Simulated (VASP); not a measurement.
Runs of VASP 6.6.1 on Ni. The structure is that of space group Pm-3m (No. 221), or close to it. The cells are those of the table. 

| cell | k mesh | gap on the mesh (eV) | pressure (GPa) | moment (μB) |
| --- | --- | --- | --- | --- |
| a = 2.257 Å, 1 atom | 15 × 15 × 15 | none | (b) | 0.41 |
| a = 2.355 Å, 1 atom | 22 × 22 × 22 | none | 0.3 | 0.62 |
| a = 2.355 Å, 1 atom | 14 × 14 × 14 | none | (a) | 0.55 |
| a = 2.416 Å, 1 atom | 15 × 15 × 15 | none | -7.2 | 0.76 |
| a = 2.386 Å, 1 atom | 15 × 15 × 15 | none | -4.0 | 0.68 |

Alike in all rows: task single point; level RPBE; potentials or basis VASP PAW PBE potentials, release 64 (Ni); spin collinear, ferromagnetic start; cutoff (eV) 520; smearing fermi-dirac 0.05 eV.

Problem. Fill in the values left out.

Solution. (a) -0.1; (b) 21.6.

Caveats: the PAW data sets were made with another functional, which shifts forces and pressure a little.

A gap of «none» marks levels without a gap at the run's occupations.
